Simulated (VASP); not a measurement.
BN, 2 atoms in the cell. It takes space group F-43m (No. 216, cubic). The conventional cell has a = 3.973 Å, b = 3.973 Å, c = 3.973 Å, α = 90.00°, β = 90.00°, γ = 90.00°. B (site symmetry -43m) has 4 N at 1.72 Å within 2.3 Å. N (site symmetry -43m) has 4 B at 1.72 Å within 2.3 Å. 

* Program: VASP 6.6.1
* Task: single point
* Functional: PBE
* Potentials or basis: VASP PAW PBE potentials, release 64 (B, N)
* Cutoff: 520 eV
* k mesh: 8 × 8 × 8
* Occupations: gaussian, width 0.05 eV
* Spin: no spin polarisation
* Dipole correction: no
* Further INCAR settings: ALGO = Normal; EDIFF = 1e-06; NBANDS = 11

Potentials or basis: VASP PAW PBE potentials, release 64 (B, N).

Command:

```bash
$ cat potpaw_PBE.64/B/POTCAR potpaw_PBE.64/N/POTCAR > POTCAR
$ mpirun -np 1 vasp_std > vasp.out
```

Hardware: 1 thread of Intel(R) Xeon(R) 6975P-C (Granite Rapids), on a shared host.

Question: How long does it take, and how much memory?

Answer: It took 2.3 s on 1 thread of Intel(R) Xeon(R) 6975P-C (Granite Rapids), on a shared host, peak memory 0.12 GiB. Counts: scf iterations 12, k points 29.
